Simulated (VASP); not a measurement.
# O (P6_3/mmc) in VASP: further runs, part 2 of 3

VASP 6.6.1. Earlier steps stand in the parts before.

## Step 3: Electric field gradients, PBE (8.32 Å³/atom)

This run uses another cell than the first one, of 8.32 Å³/atom.

The input, INCAR:

```
SYSTEM = O
PREC     = Accurate       ! precision mode
ENCUT    = 520            ! plane-wave cutoff, eV
EDIFF    = 1E-8           ! SCF threshold, eV
ISMEAR   = -1             ! smearing method
SIGMA    = 0.08           ! smearing width, eV
LREAL    = .False.        ! projectors in reciprocal space
LASPH    = .True.         ! aspherical terms in the spheres
NELM     = 80             ! most SCF steps
ALGO     = Normal         ! electronic algorithm
ISIF     = 2              ! what is computed and relaxed
LWAVE    = .False.        ! write WAVECAR
LCHARG   = .False.        ! write CHGCAR
GGA      = PE             ! functional
LEFG     = .True.       
NBANDS   = 13             ! bands
```

The input, KPOINTS:

```
regular mesh
0
Gamma
  15 15 8
  0 0 0
```

The input, POSCAR:

```
O
1.0
    2.6936701612      0.0000000000      0.0000000000
   -1.3468350806      2.3327867890      0.0000000000
    0.0000000000      0.0000000000      2.6466310035
O
2
Direct
    0.3333333333      0.6666666667      0.2500000000
    0.6666666667      0.3333333333      0.7500000000
```

Potentials or basis: VASP PAW PBE potentials, release 64 (O).

Started as:

```bash
$ cat potpaw_PBE.64/O/POTCAR > POTCAR
$ mpirun -np 1 vasp_std > vasp.out
```

OUTCAR:

```text
SYSTEM = O
   PREC = Accurate
   ENCUT = 520
   EDIFF = 1E-8
   ISMEAR = -1
   LREAL = .False.
   LASPH = .True.
   NELM = 80
   ISIF = 2
   GGA = PE

 ion  position               nearest neighbor table
   1  0.333  0.667  0.250-
   2  0.667  0.333  0.750-

  LATTYP: Found a hexagonal cell.
 ALAT       =     2.6936701612
 C/A-ratio  =     0.9825371501

  Lattice vectors:

 A1 = (   2.6936701612,   0.0000000000,   0.0000000000)
 A2 = (  -1.3468350806,   2.3327867890,   0.0000000000)
 A3 = (   0.0000000000,   0.0000000000,   2.6466310035)

Analysis of symmetry for initial positions (statically):
=====================================================================
 Subroutine PRICEL returns:
 Original cell was already a primitive cell.

 Routine SETGRP: Setting up the symmetry group for a
 hexagonal supercell.

 Subroutine GETGRP returns: Found 24 space group operations
 (whereof 12 operations were pure point group operations)
 out of a pool of 24 trial point group operations.

The static configuration has the point symmetry D_3d.
 The point group associated with its full space group is D_6h.

Analysis of symmetry for dynamics (positions and initial velocities):
=====================================================================
 Subroutine PRICEL returns:
 Original cell was already a primitive cell.

 Routine SETGRP: Setting up the symmetry group for a
 hexagonal supercell.

 Subroutine GETGRP returns: Found 24 space group operations
 (whereof 12 operations were pure point group operations)
 out of a pool of 24 trial point group operations.

The dynamic configuration has the point symmetry D_3d.
 The point group associated with its full space group is D_6h.

 Subroutine INISYM returns: Found 24 space group operations
 (whereof 12 operations are pure point group operations),
 and found     1 'primitive' translations

----------------------------------------------------------------------------------------

                                     Primitive cell

  volume of cell :      16.6308

  direct lattice vectors                    reciprocal lattice vectors
     2.693670161  0.000000000  0.000000000     0.371240701  0.214335919  0.000000000
    -1.346835081  2.332786789  0.000000000     0.000000000  0.428671838  0.000000000
     0.000000000  0.000000000  2.646631004     0.000000000  0.000000000  0.377838844

  length of vectors
     2.693670161  2.693670161  2.646631004     0.428671838  0.428671838  0.377838844

  position of ions in fractional coordinates (direct lattice)
     0.333333333  0.666666667  0.250000000
     0.666666667  0.333333333  0.750000000

  ion indices of the primitive-cell ions
   primitive index   ion index
                 1           1
                 2           2

----------------------------------------------------------------------------------------

 KPOINTS: regular mesh

Automatic generation of k-mesh.
 Grid dimensions read from file:
 generate k-points for:   15   15    8

 Generating k-lattice:
[... 80 lines left out ...]
   IMIX   =      4    mixing-type and parameters
     AMIX     =   0.40;   BMIX     =  1.00
     AMIX_MAG =   1.60;   BMIX_MAG =  1.00
  volume/ion in A,a.u.               =       8.32        56.12
  Fermi-wavevector in a.u.,A,eV,Ry     =   1.468355  2.774788 29.335050  2.156065
  Thomas-Fermi vector in A             =   2.583862
   LORBIT       =      0    0 simple, 1 ext, 2 COOP (PROOUT), +10 PAW based schemes
   GGA     = PE    functional components
   LHFCALC =     F    Hartree Fock is set to
   AEXX    =    0.0000 exact exchange contribution
   IVDW    =     0    specifies the selected vdW correction
   LEPSILON=     F    determine dielectric tensor
   LRPA    =     F    only Hartree local field effects (RPA)
 non-spin polarized calculation
  energy-cutoff  :      520.00
  volume of cell :       16.63
 maximum number of plane-waves:       462
 NGX is ok and might be reduce to    20
   NGX =  9   NGY =  9   NGZ =  9

 number of electron      11.9999995 magnetization

 Free energy of the ion-electron system (eV)
  ---------------------------------------------------
  ext. energy  EPLUGINS =         0.00000000
  ---------------------------------------------------
  free energy    TOTEN  =        -5.80954196 eV

  energy without entropy =       -5.78527603  energy(sigma->0) =       -5.79740900

 E-fermi :   1.9207     XC(G=0): -11.6521

 val. band max:        1.9186583235   @ k =   0.3333   0.2667   0.2500
 cond. band min:       1.9297034776   @ k =   0.3333   0.1333   0.0000
 fundamental gap:      0.0110451540
 Fermi energy:         1.9206595382

 k-point     1 :       0.0000    0.0000    0.0000
  band No.  band energies     occupation
      1     -19.6480      2.00000
      2     -11.7412      2.00000
      3      -2.4522      2.00000
      4      -0.7234      2.00000
      5      -0.7234      2.00000
      6       2.5298      0.00099
      7       2.5298      0.00099
      8       4.0861      0.00000
      9      16.7551      0.00000
     10      19.0758      0.00000
     11      27.3489      0.00000
     12      27.3489      0.00000
     13      32.7775      0.00000
[... 354 lines left out ...]
  band No.  band energies     occupation
      1     -16.4833      2.00000
      2     -15.0087      2.00000
      3      -4.0676      2.00000
      4      -0.5160      2.00000
      5       0.0399      2.00000
      6       1.1409      1.99988
      7       1.3134      1.99899
      8       3.3809      0.00000
      9      17.9487      0.00000
     10      23.6369      0.00000
     11      24.7397      0.00000
     12      26.8051      0.00000
     13      33.2650      0.00000

 [... further k-points ...]

------------------------ aborting loop because EDIFF is reached ----------------------------------------

  FORCE on cell =-STRESS in cart. coord.  units (eV):
  Direction    XX          YY          ZZ          XY          YZ          ZX
  --------------------------------------------------------------------------------------
  -------------------------------------------------------------------------------------
  Total       -0.3073386     -0.3073386     -0.4400032      0.0000000      0.0000000      0.0000000
  in kB      -29.6083901    -29.6083901    -42.3890415      0.0000000      0.0000000      0.0000000
  external PRESSURE =     -33.8686073 kB  Pullay stress =       0.0000000 kB

 VOLUME and BASIS-vectors are now :
 -----------------------------------------------------------------------------
  energy-cutoff  :      520.00
  volume of cell :       16.63
      direct lattice vectors                 reciprocal lattice vectors
     2.693670161  0.000000000  0.000000000     0.371240701  0.214335919  0.000000000
    -1.346835081  2.332786789  0.000000000     0.000000000  0.428671838  0.000000000
     0.000000000  0.000000000  2.646631004     0.000000000  0.000000000  0.377838844

 POSITION                                       TOTAL-FORCE (eV/Angst)
 -----------------------------------------------------------------------------------
     -0.00000      1.55519      0.66166         0.000000     -0.000000      0.000000
      1.34684      0.77760      1.98497        -0.000000      0.000000      0.000000
 -----------------------------------------------------------------------------------
    total drift:                               -0.000000      0.000000      0.000000

  FREE ENERGIE OF THE ION-ELECTRON SYSTEM (eV)
  ---------------------------------------------------
  free  energy   TOTEN  =        -5.8095419646 eV

  energy  without entropy=       -5.7852760288  energy(sigma->0) =       -5.79740900

 Electric field gradients (V/A^2)
---------------------------------------------------------------------
 ion       V_xx      V_yy      V_zz      V_xy      V_xz      V_yz
---------------------------------------------------------------------
   1     -28.149   -28.151    56.300    -0.001     0.000    -0.000
   2     -28.149   -28.151    56.300    -0.001    -0.000     0.000
---------------------------------------------------------------------

 Electric field gradients after diagonalization (V/A^2)
 (convention: |V_zz| > |V_xx| > |V_yy|)
----------------------------------------------------------------------
 ion       V_xx      V_yy      V_zz     asymmetry (V_yy - V_xx)/ V_zz
----------------------------------------------------------------------
   1     -28.152   -28.148    56.300       0.000
   2     -28.152   -28.148    56.300       0.000
----------------------------------------------------------------------

           NMR quadrupolar parameters

 Cq : quadrupolar parameter    Cq=e*Q*V_zz/h
 eta: asymmetry parameters     (V_yy - V_xx)/ V_zz
 Q  : nuclear electric quadrupole moment in mb (millibarn)
----------------------------------------------------------------------
 ion       Cq(MHz)       eta       Q (mb)
----------------------------------------------------------------------
   1       0.136       0.000       1.000
   2       0.136       0.000       1.000
----------------------------------------------------------------------
```

Run time: 21 s. Hardware: 1 thread of Intel Xeon Platinum 8259CL at 2.50GHz (Skylake/Cascade Lake), shared host; peak memory 0.13 GiB.

What came out:

* Free energy: -5.8095 eV
* Pressure: -3.4 GPa
* Band gap on the k mesh: zero (bands 6 and 7 overlap by 1.85 eV)
* Largest electric field gradient by atom: O +56.3 V/Å²

Electric field gradients, principal values (V/Å²):
```tsv
atom	least	middle	greatest (by size)
1 O	-28.148	-28.152	56.300
2 O	-28.148	-28.152	56.300
```

Caveat: the cell stands under tension; without QUAD_EFG the Cq values of the log hold for a quadrupole moment of 1 mb, not for the nuclei.

(Part 2 of 3 ends here.)
